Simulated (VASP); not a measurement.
Wanted: the native input for a VASP 6.6.1 run.

| Item | Value |
| --- | --- |
| Task | single point |
| Functional | PBE |
| Potentials or basis | VASP PAW PBE potentials, release 64 (C) |
| Cutoff | 520 eV |
| k mesh | 13 × 13 × 13 |
| Occupations | fermi-dirac, width 0.01 eV |
| Spin | no spin polarisation |
| Dipole correction | no |
| Further INCAR settings | ALGO = Normal; EDIFF = 1e-06; NBANDS = 11 |

The structure of C lies in POSCAR:

```
C
1.0
    0.0000000000      1.7833700000      1.7833700000
    1.7833700000      0.0000000000      1.7833700000
    1.7833700000      1.7833700000      0.0000000000
C
2
Direct
    0.7500000000      0.7500000000      0.7500000000
    0.5000000000      0.5000000000      0.5000000000
```

One way to write it, as run:

INCAR

```
PREC = Accurate
ENCUT = 520
EDIFF = 1E-6
ISMEAR = -1
SIGMA = 0.01
LREAL = F
LASPH = T
NELM = 60
ALGO = Normal
ISIF = 2
LWAVE = F
LCHARG = F
GGA = PE
NBANDS = 11
```

KPOINTS

```
Automatic mesh
0
Gamma
  13 13 13
```

Potentials or basis: VASP PAW PBE potentials, release 64 (C).

Launch:

```console
$ cat potpaw_PBE.64/C/POTCAR > POTCAR
$ mpirun -np 1 vasp_std > vasp.out
```

It gave:

* Pressure: 2.5 GPa
* Band gap on the k mesh: 4.14 eV, indirect (least direct gap 5.59 eV)

Wall time 26 s on 1 thread of AMD EPYC 7R13, with other jobs on the host, peak memory 0.09 GiB.
